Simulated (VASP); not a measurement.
**H8C2O: single point with PBE**

The system is H8C2O.

```
H C O
1.0
     7.24951    0.00000    0.00000
     0.00000    7.24951    0.00000
     0.00000    0.00000    7.24951
H C O
24 6 3
Direct
  0.92120 0.47461 0.56446
  0.85263 0.51358 0.63175
  0.07927 0.21494 0.93455
  0.08561 0.29241 0.86578
  0.59280 0.82301 0.93825
  0.66099 0.86755 0.87069
  0.43881 0.53674 0.61387
  0.37123 0.22341 0.59674
  0.57712 0.27908 0.47131
  0.37355 0.08687 0.27679
  0.18834 0.24660 0.30237
  0.39228 0.31270 0.18044
  0.40854 0.63387 0.28062
  0.15353 0.84706 0.22266
  0.11947 0.60543 0.19259
  0.00422 0.79094 0.92364
  0.23128 0.87641 0.88381
  0.18282 0.63552 0.85459
  0.71121 0.01006 0.13035
  0.80906 0.77788 0.32554
  0.62423 0.90692 0.42169
  0.88484 0.86962 0.64626
  0.03682 0.98290 0.49111
  0.85076 0.10682 0.59263
  0.33921 0.23301 0.29872
  0.42678 0.29978 0.47670
  0.15217 0.75866 0.93909
  0.19721 0.72586 0.14058
  0.89218 0.97260 0.53552
  0.76972 0.91601 0.37628
  0.38552 0.49461 0.49822
  0.39128 0.69520 0.16084
  0.78885 0.04999 0.23208
```

```
Program             : VASP 6.6.1
Task                : single point
Functional          : PBE
Potentials or basis : VASP PAW PBE potentials, release 64 (H_h, C_h, O_h)
Cutoff              : 1000 eV
k mesh              : 1 × 1 × 1
Occupations         : fermi-dirac, width 0.02 eV
Spin                : no spin polarisation
```

```yaml
Pressure: -0.2 GPa
Largest_force: 0.316 eV/Å
Band_gap_on_the_k_mesh: 5.27 eV
```

Forces on the atoms (eV/Å):
```
H   -0.011  0.000  0.004
H    0.011 -0.001 -0.001
H   -0.007  0.014 -0.015
H    0.004 -0.012  0.021
H    0.202  0.127 -0.208
H   -0.204 -0.136  0.200
H   -0.025 -0.015 -0.072
H    0.039  0.052 -0.074
H   -0.001  0.000  0.005
H   -0.028  0.124  0.022
H    0.012  0.006 -0.002
H   -0.046 -0.079  0.109
H   -0.001  0.027 -0.023
H    0.026 -0.065 -0.045
H    0.026  0.049 -0.023
H    0.132 -0.031  0.004
H   -0.079 -0.097  0.039
H   -0.028  0.125  0.077
H    0.003 -0.008 -0.009
H   -0.009  0.011  0.007
H    0.027  0.002 -0.005
H    0.000 -0.002 -0.003
H   -0.022 -0.008  0.009
H    0.001 -0.009 -0.005
C    0.107  0.003  0.000
C   -0.099 -0.007 -0.020
C   -0.021  0.008 -0.102
C   -0.026  0.013  0.023
C    0.017  0.005 -0.025
C   -0.005  0.004  0.008
O    0.055 -0.060  0.045
O   -0.026 -0.028  0.038
O   -0.024 -0.009  0.019
```

Stress tensor (GPa, compression positive):
```
-0.12 -0.16  0.16
-0.16 -0.24 -0.06
 0.16 -0.06 -0.13
```

Levels at points of the mesh, in eV from the valence-band top:
```csv
k point,band 30,band 31,band 32,band 33,band 34,band 35,band 36,band 37
"(0.00, 0.00, 0.00)",-1.63,-0.72,-0.20,0.00,5.27,5.94,6.30,6.36
```

Wall time 2.2 min on 1 thread of Intel(R) Xeon(R) Platinum 8375C CPU @ 2.90GHz (Ice Lake) (shared host), peak memory 0.93 GiB.

Caveat: the k points lie up to 0.87 Å⁻¹ apart, too coarse for converged energies, forces and pressures.
